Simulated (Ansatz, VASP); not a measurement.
**Two plane-wave programs on B**

The input INCAR:

```
  ALGO = Normal
  EDIFF = 1E-6
  EDIFFG = -0.04
  ENCUT = 600
  GGA = PE
  IBRION = 2
  ISIF = 3
  ISMEAR = 0
  LASPH = T
  LCHARG = F
  LREAL = F
  LWAVE = F
  NELM = 80
  NSW = 90
  PREC = Accurate
  SIGMA = 0.1
```

KPOINTS

```
k-points
0
Gamma
  6 4 4
```

Contents of POSCAR:

```
B
1.0
    3.2494563708      0.0000000000      0.0000000000
   -1.5220899084      3.9215877282      0.0000000000
   -0.0873108476     -0.9238299154      4.9099659011
B
8
Direct
    0.1391859250      0.2687620294      0.1823499754
    0.6637905934      0.3221629468      0.1494400164
    0.6055584817      0.7064940480      0.3355039406
    0.0958365452      0.6868278073      0.3427652550
    0.8562008722      0.2475838654      0.8118540495
    0.3349061629      0.2000560835      0.8369484225
    0.4281337363      0.8388098946      0.6612989891
    0.8763876830      0.7293033248      0.6798393516
```

Input for Ansatz:

```yaml
crystal:
  lattice:
    - [3.2494563708, 0.0, 0.0]
    - [-1.5220899084, 3.9215877282, 0.0]
    - [-0.0873108476, -0.9238299154, 4.9099659011]
  atoms:
    - { symbol: B, position: [0.139185925, 0.2687620294, 0.1823499754] }
    - { symbol: B, position: [0.6637905934, 0.3221629468, 0.1494400164] }
    - { symbol: B, position: [0.6055584817, 0.706494048, 0.3355039406] }
    - { symbol: B, position: [0.0958365452, 0.6868278073, 0.342765255] }
    - { symbol: B, position: [0.8562008722, 0.2475838654, 0.8118540495] }
    - { symbol: B, position: [0.3349061629, 0.2000560835, 0.8369484225] }
    - { symbol: B, position: [0.4281337363, 0.8388098946, 0.6612989891] }
    - { symbol: B, position: [0.876387683, 0.7293033248, 0.6798393516] }
basis:
  ecutwfc: 420
kpoints:
  mp_grid: { grid: [6, 4, 4] }
hamiltonian:
  xc: pbe
scf:
  occupations: { method: gaussian, width: 0.1 }
  lower_state_search: "off"
output:
  forces: true
  stress: true
  eigenvalues: true
relax:
  adjacent_minimum: "off"
  f_tol: 0.04
  max_steps: 70
  cell: { stress_tol: 0.4 }
```

Change from the starting cell: the structure that the rattled cell fell into.

Alike in both runs: task relaxation of cell and atoms; functional PBE; k mesh 6 × 4 × 4; occupations gaussian, width 0.1 eV; no spin polarisation.

```csv
,VASP,Ansatz
version,VASP 6.6.1,Ansatz 0.2.0
potentials or method,"VASP PAW PBE potentials, release 64 (B), cutoff 600 eV","scalar-relativistic, plane waves, PAW"
valence electrons in the cell,24,24
```

Ansatz gave:

| Quantity | Value |
| --- | --- |
| gap on the k mesh at the Fermi level, each at its own relaxed structure (eV) | none |
| relaxed volume (Å³/atom) | 8.43 |
| relaxed cell length with the largest relative difference (Å) | 4.225 |

Problem. Which values does VASP return?

Solution. gap on the k mesh at the Fermi level, each at its own relaxed structure (eV): none; relaxed volume (Å³/atom): 8.41; relaxed cell length with the largest relative difference (Å): 4.214.

A gap of «none» marks a metal or a gap that the smearing closes.

The k mesh is coarse, so the values compare programs but aren't converged.
